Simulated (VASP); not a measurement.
# BiIr (wurtzite type) (P6_3mc) in VASP: notebook

The runs below take BiIr (wurtzite type) through density of states, electric field gradients, with PBE.

Everything below comes from runs of VASP 6.6.1. Logs are shortened: lines on timing, memory, paths and dates and some standing lists are left out, and cuts for length are marked.

## (1) The cell of the first run

It takes space group P6_3mc (No. 186, hexagonal). The conventional cell has a = 4.183 Å, b = 4.183 Å, c = 7.555 Å, α = 90.00°, β = 90.00°, γ = 120.00°. Ir (site symmetry 3m) has 4 Bi at 2.65 to 2.69 Å within 3.5 Å. Bi (site symmetry 3m) has 4 Ir at 2.65 to 2.69 Å within 3.5 Å.

## (2) Density of states, PBE

The input, POSCAR:

```
BiIr
1.0
    4.1827179738      0.0000000000      0.0000000000
   -2.0913589870      3.6223400222      0.0000000000
    0.0000000000      0.0000000000      7.5548139708
Ir Bi
2 2
Direct
    0.3333333333      0.6666666667      0.0101404198
    0.6666666667      0.3333333333      0.5101404198
    0.3333333333      0.6666666667      0.3658595802
    0.6666666667      0.3333333333      0.8658595802
```

The input, INCAR.step1:

```
  ALGO = Normal
  EDIFF = 1E-6
  ENCUT = 520
  GGA = PE
  ISIF = 2
  ISMEAR = -1
  LASPH = T
  LCHARG = T
  LMAXMIX = 4
  LREAL = F
  LWAVE = F
  NBANDS = 32
  NELM = 100
  PREC = Accurate
  SIGMA = 0.05
```

The input, KPOINTS.step1:

```
k-points
0
Gamma
  9 9 5
```

The input, INCAR.step2:

```
  ALGO = Normal
  EDIFF = 1E-6
  ENCUT = 520
  GGA = PE
  ICHARG = 11
  ISIF = 2
  ISMEAR = -5
  LASPH = T
  LCHARG = F
  LMAXMIX = 4
  LORBIT = 11
  LREAL = F
  LWAVE = F
  NBANDS = 32
  NEDOS = 1001
  NELM = 100
  PREC = Accurate
  SIGMA = 0.05
```

The input, KPOINTS.step2:

```
k-points
0
Gamma
  14 14 8
```

Potentials or basis: VASP PAW PBE potentials, release 64 (Ir, Bi_d).

Launch:

```console
$ cat potpaw_PBE.64/Ir/POTCAR potpaw_PBE.64/Bi_d/POTCAR > POTCAR
$ cp INCAR.step1 INCAR
$ cp KPOINTS.step1 KPOINTS
$ mpirun -np 1 vasp_std > vasp.out
$ cp INCAR.step2 INCAR
$ cp KPOINTS.step2 KPOINTS
$ mpirun -np 1 vasp_std > vasp.out
```

OUTCAR:

```text
EDIFF = 1E-6
   ENCUT = 520
   GGA = PE
   ICHARG = 11
   ISIF = 2
   ISMEAR = -5
   LASPH = T
   LORBIT = 11
   LREAL = F
   NELM = 100
   PREC = Accurate

 ion  position               nearest neighbor table
   1  0.333  0.667  0.010-   4 2.65   4 2.65   4 2.65   3 2.69
   2  0.667  0.333  0.510-   3 2.65   3 2.65   3 2.65   4 2.69
   3  0.333  0.667  0.366-   2 2.65   2 2.65   2 2.65   1 2.69
   4  0.667  0.333  0.866-   1 2.65   1 2.65   1 2.65   2 2.69

  LATTYP: Found a hexagonal cell.
 ALAT       =     4.1827179738
 C/A-ratio  =     1.8061973143

  Lattice vectors:

 A1 = (   4.1827179738,   0.0000000000,   0.0000000000)
 A2 = (  -2.0913589870,   3.6223400222,   0.0000000000)
 A3 = (   0.0000000000,   0.0000000000,   7.5548139708)

Analysis of symmetry for initial positions (statically):
=====================================================================
 Subroutine PRICEL returns:
 Original cell was already a primitive cell.

 Routine SETGRP: Setting up the symmetry group for a
 hexagonal supercell.

 Subroutine GETGRP returns: Found 12 space group operations
 (whereof  6 operations were pure point group operations)
 out of a pool of 24 trial point group operations.

The static configuration has the point symmetry C_3v.
 The point group associated with its full space group is C_6v.

Analysis of symmetry for dynamics (positions and initial velocities):
=====================================================================
 Subroutine PRICEL returns:
 Original cell was already a primitive cell.

 Routine SETGRP: Setting up the symmetry group for a
 hexagonal supercell.

 Subroutine GETGRP returns: Found 12 space group operations
 (whereof  6 operations were pure point group operations)
 out of a pool of 24 trial point group operations.

The dynamic configuration has the point symmetry C_3v.
 The point group associated with its full space group is C_6v.

 Subroutine INISYM returns: Found 12 space group operations
 (whereof  6 operations are pure point group operations),
 and found     1 'primitive' translations

----------------------------------------------------------------------------------------

                                     Primitive cell

  volume of cell :     114.4647

  direct lattice vectors                    reciprocal lattice vectors
     4.182717974  0.000000000  0.000000000     0.239078993  0.138032321  0.000000000
    -2.091358987  3.622340022  0.000000000     0.000000000  0.276064642  0.000000000
[... 96 lines left out ...]
   NFREE  =      0    steps in history (QN), initial steepest desc. (CG)
   ISIF   =      2    stress and relaxation
   ISYM   =      2    0-nonsym 1-usesym 2-fastsym
   POTIM  = 0.5000    time-step for ionic-motion
   TEBEG  =    0.0;   TEEND  =   0.0 temperature during run
   PSTRESS=    0.0 pullay stress
   NELECT =      48.0000    total number of electrons
   NUPDOWN=      -1.0000    fix difference up-down
   EMIN   =  10.00;   EMAX   =-10.00  energy-range for DOS
   EFERMI =   0.00;   METHOD = LEGACY
   ISMEAR =    -5;   SIGMA  =   0.05  broadening in eV -4-tet -1-fermi 0-gaus
   EFERMI_NEDOS =   21; number of points for ismear=-14 and -15
   IALGO  =     38    algorithm
   IMIX   =      4    mixing-type and parameters
     AMIX     =   0.40;   BMIX     =  1.00
     AMIX_MAG =   1.60;   BMIX_MAG =  1.00
  volume/ion in A,a.u.               =      28.62       193.11
  Fermi-wavevector in a.u.,A,eV,Ry     =   1.225363  2.315600 20.429341  1.501514
  Thomas-Fermi vector in A             =   2.360404
   LORBIT       =     11    0 simple, 1 ext, 2 COOP (PROOUT), +10 PAW based schemes
   GGA     = PE    functional components
   LHFCALC =     F    Hartree Fock is set to
   AEXX    =    0.0000 exact exchange contribution
   IVDW    =     0    specifies the selected vdW correction
   LEPSILON=     F    determine dielectric tensor
   LRPA    =     F    only Hartree local field effects (RPA)
 non-spin polarized calculation
 Fermi weights with tetrahedron method with Bloechl corrections
  energy-cutoff  :      520.00
  volume of cell :      114.46
 maximum number of plane-waves:      3108
 NGX is ok and might be reduce to    32

 number of electron      48.0000001 magnetization

 Free energy of the ion-electron system (eV)
  ---------------------------------------------------
  ext. energy  EPLUGINS =         0.00000000
  ---------------------------------------------------
  free energy    TOTEN  =       -22.88705708 eV

  energy without entropy =      -22.88705708  energy(sigma->0) =      -22.88705708

 E-fermi :   5.3105     XC(G=0):  -9.9676

 val. band max:        5.3217213296   @ k =   0.0714   0.0714   0.5000
 cond. band min:       5.2297059668   @ k =   0.2857   0.2857   0.0000
 fundamental gap:     -0.0920153627
 Fermi energy:         5.3104906256

 k-point     1 :       0.0000    0.0000    0.0000
  band No.  band energies     occupation
      1     -17.2972      2.00000
      2     -17.2972      2.00000
      3     -17.2906      2.00000
      4     -17.2906      2.00000
      5     -17.2871      2.00000
      6     -17.2702      2.00000
[... 829 lines left out ...]
     31      12.5382      0.00000
     32      13.6922      0.00000

 [... further k-points ...]
[... 5 lines left out ...]
  --------------------------------------------------------------------------------------
  -------------------------------------------------------------------------------------
  Total        0.1296775      0.1296775      0.2966036     -0.0000000      0.0000000      0.0000000
  in kB        1.8151126      1.8151126      4.1515993     -0.0000000      0.0000000      0.0000000
  external PRESSURE =       2.5939415 kB  Pullay stress =       0.0000000 kB

 VOLUME and BASIS-vectors are now :
 -----------------------------------------------------------------------------
  energy-cutoff  :      520.00
  volume of cell :      114.46
      direct lattice vectors                 reciprocal lattice vectors
     4.182717974  0.000000000  0.000000000     0.239078993  0.138032321  0.000000000
    -2.091358987  3.622340022  0.000000000     0.000000000  0.276064642  0.000000000
     0.000000000  0.000000000  7.554813971     0.000000000  0.000000000  0.132365933

 POSITION                                       TOTAL-FORCE (eV/Angst)
 -----------------------------------------------------------------------------------
     -0.00000      2.41489      0.07661         0.000000      0.000000      0.050039
      2.09136      1.20745      3.85402         0.000000     -0.000000      0.050039
     -0.00000      2.41489      2.76400        -0.000000      0.000000     -0.050039
      2.09136      1.20745      6.54141        -0.000000     -0.000000     -0.050039
 -----------------------------------------------------------------------------------
    total drift:                               -0.000000      0.000000      0.007229

  FREE ENERGIE OF THE ION-ELECTRON SYSTEM (eV)
  ---------------------------------------------------
  free  energy   TOTEN  =       -22.8870570778 eV

  energy  without entropy=      -22.8870570778  energy(sigma->0) =      -22.88705708

 total charge

# of ion       s       p       d       tot
------------------------------------------
    1        0.658   0.299   7.286   8.244
    2        0.658   0.299   7.286   8.244
    3        1.450   1.452   9.993  12.894
    4        1.450   1.452   9.993  12.894
--------------------------------------------------
tot          4.217   3.501  34.558  42.275
```

OUTCAR.step1:

```text
EDIFF = 1E-6
   ENCUT = 520
   GGA = PE
   ISIF = 2
[... 1072 lines left out ...]
     -0.00000      2.41489      0.07661         0.000000     -0.000000      0.007885
      2.09136      1.20745      3.85402        -0.000000      0.000000      0.007885
     -0.00000      2.41489      2.76400        -0.000000     -0.000000     -0.007885
      2.09136      1.20745      6.54141         0.000000     -0.000000     -0.007885
 -----------------------------------------------------------------------------------
    total drift:                               -0.000000      0.000000      0.002607

  FREE ENERGIE OF THE ION-ELECTRON SYSTEM (eV)
  ---------------------------------------------------
  free  energy   TOTEN  =       -22.9063232977 eV

  energy  without entropy=      -22.8935705036  energy(sigma->0) =      -22.89994690
```

OSZICAR.step1:

```text
N       E                     dE             d eps       ncg     rms          rms(c)
DAV:   1     0.557849950861E+03    0.55785E+03   -0.23289E+04  2304   0.169E+03
DAV:   2     0.300627472167E+02   -0.52779E+03   -0.50315E+03  2304   0.502E+02
DAV:   3    -0.212703676061E+02   -0.51333E+02   -0.49239E+02  2792   0.174E+02
DAV:   4    -0.230574210478E+02   -0.17871E+01   -0.17837E+01  2656   0.358E+01
DAV:   5    -0.231348168215E+02   -0.77396E-01   -0.77391E-01  3336   0.663E+00    0.797E+00
DAV:   6    -0.229761068184E+02    0.15871E+00   -0.21153E-01  2808   0.425E+00    0.400E+00
DAV:   7    -0.229151896179E+02    0.60917E-01   -0.13038E-01  3008   0.309E+00    0.140E+00
DAV:   8    -0.229062833757E+02    0.89062E-02   -0.47899E-02  2736   0.206E+00    0.277E-01
DAV:   9    -0.229061677062E+02    0.11567E-03   -0.59242E-03  2840   0.720E-01    0.844E-02
DAV:  10    -0.229062894506E+02   -0.12174E-03   -0.46598E-04  2824   0.194E-01    0.439E-02
DAV:  11    -0.229063203988E+02   -0.30948E-04   -0.49086E-05  3008   0.571E-02    0.717E-03
DAV:  12    -0.229063226409E+02   -0.22421E-05   -0.42009E-06  2464   0.136E-02    0.218E-03
DAV:  13    -0.229063232977E+02   -0.65680E-06   -0.11268E-06  2008   0.820E-03
   1 F= -.22906323E+02 E0= -.22899947E+02  d E =-.127528E-01
```

It took 4.3 min on 1 thread of Intel Xeon Platinum 8488C (Sapphire Rapids), shared host; peak memory 0.5 GiB.

Results:

```
Valence electrons inside the program's atomic spheres : Ir 8.24; Bi 12.89
```

Caveat: spin-orbit coupling is left out, which moves the levels of the heavy elements; tetrahedron occupations give inexact forces and stress in metals.

## (3) Electric field gradients, PBE

The input, INCAR:

```
PREC = Accurate
ENCUT = 520
EDIFF = 1E-8
ISMEAR = -1
SIGMA = 0.05
LREAL = F
LASPH = T
NELM = 100
ALGO = Normal
ISIF = 2
LWAVE = F
LCHARG = F
GGA = PE
LEFG = T
NBANDS = 32
```

The input, KPOINTS:

```
regular mesh
0
Gamma
  9 9 5
```

POSCAR is that of step 2.

Potentials or basis: VASP PAW PBE potentials, release 64 (Ir, Bi_d).

Launch:

```console
$ cat potpaw_PBE.64/Ir/POTCAR potpaw_PBE.64/Bi_d/POTCAR > POTCAR
$ mpirun -np 1 vasp_std > vasp.out
```

OUTCAR:

```text
PREC = Accurate
   ENCUT = 520
   EDIFF = 1E-8
   ISMEAR = -1
   LREAL = F
   LASPH = T
   NELM = 100
   ISIF = 2
   GGA = PE

 ion  position               nearest neighbor table
   1  0.333  0.667  0.010-   4 2.65   4 2.65   4 2.65   3 2.69
   2  0.667  0.333  0.510-   3 2.65   3 2.65   3 2.65   4 2.69
   3  0.333  0.667  0.366-   2 2.65   2 2.65   2 2.65   1 2.69
   4  0.667  0.333  0.866-   1 2.65   1 2.65   1 2.65   2 2.69

  LATTYP: Found a hexagonal cell.
 ALAT       =     4.1827179738
 C/A-ratio  =     1.8061973143

  Lattice vectors:

 A1 = (   4.1827179738,   0.0000000000,   0.0000000000)
 A2 = (  -2.0913589870,   3.6223400222,   0.0000000000)
 A3 = (   0.0000000000,   0.0000000000,   7.5548139708)

Analysis of symmetry for initial positions (statically):
=====================================================================
 Subroutine PRICEL returns:
 Original cell was already a primitive cell.

 Routine SETGRP: Setting up the symmetry group for a
 hexagonal supercell.

 Subroutine GETGRP returns: Found 12 space group operations
 (whereof  6 operations were pure point group operations)
 out of a pool of 24 trial point group operations.

The static configuration has the point symmetry C_3v.
 The point group associated with its full space group is C_6v.

Analysis of symmetry for dynamics (positions and initial velocities):
=====================================================================
 Subroutine PRICEL returns:
 Original cell was already a primitive cell.

 Routine SETGRP: Setting up the symmetry group for a
 hexagonal supercell.
[... 168 lines left out ...]
      2     -17.2971      2.00000
      3     -17.2905      2.00000
      4     -17.2905      2.00000
      5     -17.2870      2.00000
      6     -17.2701      2.00000
[... 829 lines left out ...]
     31      11.4466      0.00000
     32      13.9426      0.00000

 [... further k-points ...]
[... 5 lines left out ...]
  --------------------------------------------------------------------------------------
  -------------------------------------------------------------------------------------
  Total        0.0189994      0.0189994      0.0297550     -0.0000000      0.0000000      0.0000000
  in kB        0.2659370      0.2659370      0.4164842     -0.0000000      0.0000000      0.0000000
  external PRESSURE =       0.3161194 kB  Pullay stress =       0.0000000 kB

 VOLUME and BASIS-vectors are now :
 -----------------------------------------------------------------------------
  energy-cutoff  :      520.00
  volume of cell :      114.46
      direct lattice vectors                 reciprocal lattice vectors
     4.182717974  0.000000000  0.000000000     0.239078993  0.138032321  0.000000000
    -2.091358987  3.622340022  0.000000000     0.000000000  0.276064642  0.000000000
     0.000000000  0.000000000  7.554813971     0.000000000  0.000000000  0.132365933

 POSITION                                       TOTAL-FORCE (eV/Angst)
 -----------------------------------------------------------------------------------
     -0.00000      2.41489      0.07661         0.000000      0.000000      0.008152
      2.09136      1.20745      3.85402         0.000000      0.000000      0.008152
     -0.00000      2.41489      2.76400         0.000000     -0.000000     -0.008152
      2.09136      1.20745      6.54141        -0.000000      0.000000     -0.008152
 -----------------------------------------------------------------------------------
    total drift:                               -0.000000      0.000000      0.000729

  FREE ENERGIE OF THE ION-ELECTRON SYSTEM (eV)
  ---------------------------------------------------
  free  energy   TOTEN  =       -22.9063233086 eV

  energy  without entropy=      -22.8935705149  energy(sigma->0) =      -22.89994691

 Electric field gradients (V/A^2)
---------------------------------------------------------------------
 ion       V_xx      V_yy      V_zz      V_xy      V_xz      V_yz
---------------------------------------------------------------------
   1      32.933    32.933   -65.866     0.000    -0.000     0.000
   2      32.933    32.933   -65.866     0.000     0.000    -0.000
   3      26.677    26.677   -53.354    -0.000     0.000    -0.000
   4      26.677    26.677   -53.354    -0.000    -0.000     0.000
---------------------------------------------------------------------

 Electric field gradients after diagonalization (V/A^2)
 (convention: |V_zz| > |V_xx| > |V_yy|)
----------------------------------------------------------------------
 ion       V_xx      V_yy      V_zz     asymmetry (V_yy - V_xx)/ V_zz
----------------------------------------------------------------------
   1      32.933    32.933   -65.866       0.000
   2      32.933    32.933   -65.866       0.000
   3      26.677    26.676   -53.354       0.000
   4      26.677    26.676   -53.354       0.000
----------------------------------------------------------------------

           NMR quadrupolar parameters

 Cq : quadrupolar parameter    Cq=e*Q*V_zz/h
 eta: asymmetry parameters     (V_yy - V_xx)/ V_zz
 Q  : nuclear electric quadrupole moment in mb (millibarn)
----------------------------------------------------------------------
 ion       Cq(MHz)       eta       Q (mb)
----------------------------------------------------------------------
   1      -0.159       0.000       1.000
   2      -0.159       0.000       1.000
   3      -0.129       0.000       1.000
   4      -0.129       0.000       1.000
----------------------------------------------------------------------
```

Wall time 79 s (1 thread of Intel Xeon Platinum 8375C at 2.90GHz (Ice Lake), shared host); peak memory 0.3 GiB.

What came out:

```yaml
Free_energy: -22.9063 eV
Pressure: 0.0 GPa
Largest_force: 0.008 eV/Å
Band_gap_on_the_k_mesh: zero (band 24 reaches 7.46 eV, above the bottom of band 25 at 4.65 eV)
```

Forces in eV/Å, atoms in the order of the input:
```
Ir   0.000  0.000  0.008
Ir   0.000  0.000  0.008
Bi   0.000  0.000 -0.008
Bi   0.000  0.000 -0.008
```

Electric field gradients, principal values (V/Å²):
| atom | least | middle | greatest (by size) |
| --- | --- | --- | --- |
| 1 Ir | 32.933 | 32.933 | -65.866 |
| 2 Ir | 32.933 | 32.933 | -65.866 |
| 3 Bi | 26.676 | 26.677 | -53.354 |
| 4 Bi | 26.676 | 26.677 | -53.354 |

Caveat: without QUAD_EFG the Cq values of the log hold for a quadrupole moment of 1 mb, not for the nuclei; spin-orbit coupling is left out, which moves the levels of the heavy elements.

[end of part 1 of 2]
